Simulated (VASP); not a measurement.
Crystal: NaTlS2.

```
CELL_PARAMETERS angstrom
4.10449 0.00000 0.00000
0.00000 4.10449 0.00000
0.00000 0.00000 6.63894
ATOMIC_POSITIONS crystal
Na 0.00000 0.00000 0.00000
S 0.00000 0.50000 0.27087
S 0.50000 0.00000 0.72913
Tl 0.50000 0.50000 0.50000
```

Base run:

```yaml
Program: VASP 6.6.1
Functional: r2SCAN
Potentials_or_basis: VASP PAW PBE potentials, release 64 (Na_pv, S, Tl_d)
Cutoff: 520 eV
k_mesh: 6 × 6 × 4
Occupations: gaussian, width 0.01 eV
Spin: no spin polarisation
```

Its results: band gap on the k mesh 1.10 eV, direct; pressure -0.1 GPa; largest force 0.004 eV/Å.

**Question.** The run is repeated on the same cell with these changes: functional from r2SCAN to PBE. What comes out?

**Answer.** Band gap on the k mesh 0.81 eV, direct; pressure 1.2 GPa; largest force 0.126 eV/Å.

r2SCAN gives the wider gap, since meta-GGAs in the generalised Kohn-Sham scheme recover part of the derivative discontinuity.

Caveats: spin-orbit coupling is left out, which moves the levels of the heavy elements; the PAW data sets were made with another functional, which shifts forces and pressure a little (some runs).

